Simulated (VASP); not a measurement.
# Be (Im-3m) in VASP: settings compared, part 2 of 2

VASP 6.6.1. The steps go on from the part before.

## (3) Single point, r2SCAN0

File POSCAR:

```
Be
1.0
   -1.2508581168      1.2508581168      1.2508581168
    1.2508581168     -1.2508581168      1.2508581168
    1.2508581168      1.2508581168     -1.2508581168
Be
1
Direct
    0.0000000000      0.0000000000      0.0000000000
```

File INCAR.step1:

```
PREC     = Accurate       # precision mode
ENCUT    = 520            # plane-wave cutoff, eV
EDIFF    = 1E-5           # SCF threshold, eV
ISMEAR   = -1             # smearing method
SIGMA    = 0.1            # smearing width, eV
LREAL    = F              # projectors in reciprocal space
LASPH    = T              # aspherical terms in the spheres
NELM     = 60             # most SCF steps
ALGO     = Normal         # electronic algorithm
ISIF     = 2              # what is computed and relaxed
LWAVE    = T              # write WAVECAR
GGA      = PE             # functional
NBANDS   = 7              # bands
```

File INCAR.step2:

```
PREC     = Accurate       # precision mode
ENCUT    = 520            # plane-wave cutoff, eV
EDIFF    = 1E-6           # SCF threshold, eV
ISMEAR   = -1             # smearing method
SIGMA    = 0.1            # smearing width, eV
LREAL    = F              # projectors in reciprocal space
LASPH    = T              # aspherical terms in the spheres
NELM     = 60             # most SCF steps
ALGO     = Normal         # electronic algorithm
ISIF     = 2              # what is computed and relaxed
LWAVE    = F              # write WAVECAR
LCHARG   = T              # write CHGCAR
METAGGA  = R2SCAN         # meta-GGA
LHFCALC  = T              # exact exchange
AEXX     = 0.25           # exact-exchange fraction
LMIXTAU  = T            
PRECFOCK = Normal       
LELF     = T              # ELF
LVHAR    = T            
ISTART   = 1            
NBANDS   = 7              # bands
```

File KPOINTS:

```
regular mesh
0
Gamma
  9 9 9
```

Potentials or basis: VASP PAW PBE potentials, release 64 (Be).

The run is started by

```sh
$ cat potpaw_PBE.64/Be/POTCAR > POTCAR
$ cp INCAR.step1 INCAR
$ mpirun -np 1 vasp_std > vasp.out
$ cp INCAR.step2 INCAR
$ mpirun -np 1 vasp_std > vasp.out
```

OUTCAR:

```text
PREC = Accurate
   ENCUT = 520
   EDIFF = 1E-6
   ISMEAR = -1
   LREAL = F
   LASPH = T
   NELM = 60
   ISIF = 2
   METAGGA = R2SCAN
   LHFCALC = T
   AEXX = 0.25
   PRECFOCK = Normal
   ISTART = 1

 ion  position               nearest neighbor table
   1  0.000  0.000  0.000-

  LATTYP: Found a body centered cubic cell.
 ALAT       =     2.5017162336

  Lattice vectors:

 A1 = (  -1.2508581168,   1.2508581168,   1.2508581168)
 A2 = (   1.2508581168,  -1.2508581168,   1.2508581168)
 A3 = (   1.2508581168,   1.2508581168,  -1.2508581168)

Analysis of symmetry for initial positions (statically):
=====================================================================
 Subroutine PRICEL returns:
 Original cell was already a primitive cell.

 Routine SETGRP: Setting up the symmetry group for a
 body centered cubic supercell.

 Subroutine GETGRP returns: Found 48 space group operations
 (whereof 48 operations were pure point group operations)
 out of a pool of 48 trial point group operations.

The static configuration has the point symmetry O_h .

Analysis of symmetry for dynamics (positions and initial velocities):
=====================================================================
 Subroutine PRICEL returns:
 Original cell was already a primitive cell.

 Routine SETGRP: Setting up the symmetry group for a
 body centered cubic supercell.

 Subroutine GETGRP returns: Found 48 space group operations
 (whereof 48 operations were pure point group operations)
 out of a pool of 48 trial point group operations.

The dynamic configuration has the point symmetry O_h .

 Subroutine INISYM returns: Found 48 space group operations
 (whereof 48 operations are pure point group operations),
 and found     1 'primitive' translations

----------------------------------------------------------------------------------------

                                     Primitive cell

  volume of cell :       7.8286

  direct lattice vectors                    reciprocal lattice vectors
    -1.250858117  1.250858117  1.250858117     0.000000000  0.399725591  0.399725591
     1.250858117 -1.250858117  1.250858117     0.399725591  0.000000000  0.399725591
     1.250858117  1.250858117 -1.250858117     0.399725591  0.399725591  0.000000000

  length of vectors
     2.166549811  2.166549811  2.166549811     0.565297352  0.565297352  0.565297352

  position of ions in fractional coordinates (direct lattice)
     0.000000000  0.000000000  0.000000000

  ion indices of the primitive-cell ions
   primitive index   ion index
                 1           1

----------------------------------------------------------------------------------------

 KPOINTS: regular mesh

Automatic generation of k-mesh.
 Grid dimensions read from file:
 generate k-points for:    9    9    9

 Generating k-lattice:

  Cartesian coordinates                     Fractional coordinates (reciprocal lattice)
     0.000000000  0.044413955  0.044413955     0.111111111  0.000000000  0.000000000
     0.044413955  0.000000000  0.044413955     0.000000000  0.111111111  0.000000000
     0.044413955  0.044413955  0.000000000     0.000000000  0.000000000  0.111111111

  Length of vectors
     0.062810817  0.062810817  0.062810817

  Shift w.r.t. Gamma in fractional coordinates (k-lattice)
     0.000000000  0.000000000  0.000000000

 Subroutine IBZKPT returns following result:
 ===========================================

 Found     35 irreducible k-points:

 Following reciprocal coordinates:
            Coordinates               Weight
  0.000000  0.000000  0.000000      1.000000
  0.111111  0.000000  0.000000     12.000000
  0.222222  0.000000  0.000000     12.000000
  0.333333  0.000000  0.000000     12.000000
  0.444444  0.000000  0.000000     12.000000
  0.111111  0.111111  0.000000     24.000000
[... 16 lines left out ...]
 -0.333333  0.444444  0.111111     48.000000
 -0.444444 -0.444444  0.111111     24.000000
 [... further k-points ...]
   k-points           NKPTS =     35   k-points in BZ     NKDIM =    729   number of bands    NBANDS=      7
   number of dos      NEDOS =    301   number of ions     NIONS =      1
   total plane-waves  NPLWV =   4096
   dimension x,y,z NGX =    16 NGY =   16 NGZ =   16
   dimension x,y,z NGXF=    32 NGYF=   32 NGZF=   32
   ions per type =               1
   NGX,Y,Z   is equivalent  to a cutoff of  12.28, 12.28, 12.28 a.u.
   NGXF,Y,Z  is equivalent  to a cutoff of  24.55, 24.55, 24.55 a.u.
 SYSTEM =  unknown system
   PREC   = accura    normal or accurate (medium, high low for compatibility)
   ISTART =      1    job   : 0-new  1-cont  2-samecut
   ICHARG =      0    charge: 1-file 2-atom 10-const
   ISPIN  =      1    spin polarized calculation?
   LNONCOLLINEAR =      F non collinear calculations
   LSORBIT =      F    spin-orbit coupling
   LASPH  =      T    aspherical Exc in radial PAW
   ENCUT  =  520.0 eV  38.22 Ry    6.18 a.u.   4.03  4.03  4.03*2*pi/ulx,y,z
   NELM   =     60;   NELMIN=  2; NELMDL=  0     # of ELM steps
   EDIFF  = 0.1E-05   stopping-criterion for ELM
   LREAL  =      F    real-space projection
   EDIFFG = 0.1E-04   stopping-criterion for IOM
   NSW    =      0    number of steps for IOM
   IBRION =     -1    ionic relax: 0-MD 1-quasi-New 2-CG
   NFREE  =      0    steps in history (QN), initial steepest desc. (CG)
   ISIF   =      2    stress and relaxation
   ISYM   =      3    0-nonsym 1-usesym 2-fastsym
   POTIM  = 0.5000    time-step for ionic-motion
   TEBEG  =    0.0;   TEEND  =   0.0 temperature during run
   PSTRESS=    0.0 pullay stress
   NELECT =       2.0000    total number of electrons
   NUPDOWN=      -1.0000    fix difference up-down
   EMIN   =  10.00;   EMAX   =-10.00  energy-range for DOS
   EFERMI =   0.00;   METHOD = LEGACY
   ISMEAR =    -1;   SIGMA  =   0.10  broadening in eV -4-tet -1-fermi 0-gaus
   EFERMI_NEDOS =   21; number of points for ismear=-14 and -15
   IALGO  =     38    algorithm
   IMIX   =      1    mixing-type and parameters
     AMIX     =   0.40;   BMIX     =  1.00
     AMIX_MAG =   1.60;   BMIX_MAG =  1.00
  volume/ion in A,a.u.               =       7.83        52.83
  Fermi-wavevector in a.u.,A,eV,Ry     =   1.038780  1.963009 14.681547  1.079063
  Thomas-Fermi vector in A             =   2.173280
   LORBIT       =      0    0 simple, 1 ext, 2 COOP (PROOUT), +10 PAW based schemes
   METAGGA = R2SCAN    functional components
   LHFCALC =     T    Hartree Fock is set to
   PRECFOCK=normal    Normal, Fast or Accurate (Low or Medium for compatibility)
   ENCUT4O =  -1.0   cutoff for four orbital integrals eV
   NKREDX  =     1    reduce k-point grid by
   NKREDY  =     1    reduce k-point grid by
   NKREDZ  =     1    reduce k-point grid by
   AEXX    =    0.2500 exact exchange contribution
   HFSCREEN=    0.0000 screening length (either q_TF or 0.3 A-1)
   HFSCREENC=   0.0000 screening length for correlation (either q_TF or 0.3 A-1)
   ENCUTFOCK=  -1.0 apply spherical cutoff to Coloumb kernel
   IVDW    =     0    specifies the selected vdW correction
   LEPSILON=     F    determine dielectric tensor
   LRPA    =     F    only Hartree local field effects (RPA)
 non-spin polarized calculation
  energy-cutoff  :      520.00
  volume of cell :        7.83
 maximum number of plane-waves:       228
  NGX = 14; NGY = 14; NGZ = 14

 number of electron       2.0000000 magnetization

 Free energy of the ion-electron system (eV)
  ---------------------------------------------------
  ext. energy  EPLUGINS =         0.00000000
  ---------------------------------------------------
  free energy    TOTEN  =        -4.22176731 eV

  energy without entropy =       -4.21789403  energy(sigma->0) =       -4.21983067

 E-fermi :   8.5055     XC(G=0):  -8.6638

 val. band max:        6.3699561951   @ k =  -0.4444   0.4444   0.3333
 cond. band min:       8.6178404940   @ k =   0.3333   0.2222   0.1111
 fundamental gap:      2.2478842989
 Fermi energy:         8.5054888662

 k-point     1 :       0.0000    0.0000    0.0000
  band No.  band energies     occupation
      1      -6.8131      2.00000
      2      30.3135      0.00000
      3      30.3135      0.00000
      4      30.3135      0.00000
      5      41.4019      0.00000
      6      41.4019      0.00000
      7      41.4019      0.00000
[... 221 lines left out ...]
 k-point    24 :      -0.4444   -0.4444    0.1111
  band No.  band energies     occupation
      1       3.4417      2.00000
      2       9.3020      0.00069
      3      17.3669      0.00000
      4      26.3368      0.00000
      5      33.1326      0.00000
      6      38.3439      0.00000
      7      38.9658      0.00000

 [... further k-points ...]

------------------------ aborting loop because EDIFF is reached ----------------------------------------

  FORCE on cell =-STRESS in cart. coord.  units (eV):
  Direction    XX          YY          ZZ          XY          YZ          ZX
  --------------------------------------------------------------------------------------
  -------------------------------------------------------------------------------------
  Total       -0.0472173     -0.0472173     -0.0472173     -0.0000000     -0.0000000      0.0000000
  in kB       -9.6633525     -9.6633525     -9.6633525     -0.0000000     -0.0000000      0.0000000
  external PRESSURE =      -9.6633525 kB  Pullay stress =       0.0000000 kB

 VOLUME and BASIS-vectors are now :
 -----------------------------------------------------------------------------
  energy-cutoff  :      520.00
  volume of cell :        7.83
      direct lattice vectors                 reciprocal lattice vectors
    -1.250858117  1.250858117  1.250858117     0.000000000  0.399725591  0.399725591
     1.250858117 -1.250858117  1.250858117     0.399725591  0.000000000  0.399725591
     1.250858117  1.250858117 -1.250858117     0.399725591  0.399725591  0.000000000

 POSITION                                       TOTAL-FORCE (eV/Angst)
 -----------------------------------------------------------------------------------
      0.00000      0.00000      0.00000        -0.000000      0.000000      0.000000
 -----------------------------------------------------------------------------------
    total drift:                                0.000000      0.000000      0.000000

  FREE ENERGIE OF THE ION-ELECTRON SYSTEM (eV)
  ---------------------------------------------------
  free  energy   TOTEN  =        -4.2217673149 eV

  energy  without entropy=       -4.2178940323  energy(sigma->0) =       -4.21983067
```

Run time: 2.1 min. Hardware: 1 thread of Intel Xeon Platinum 8488C (Sapphire Rapids), shared host; peak memory 0.12 GiB.

Results:

| Quantity | Value |
| --- | --- |
| Free energy | -4.2218 eV |
| Pressure | -1.0 GPa |
| Band gap on the k mesh | zero (bands 1 and 2 overlap by 6.00 eV) |

Caveat: the k points lie up to 0.39 Å⁻¹ apart, too coarse for converged energies and pressures of a metal; the PAW data sets were made with another functional, which shifts forces and pressure a little.

The gap in the log of VASP goes by the Fermi energy; the results here count the filled bands.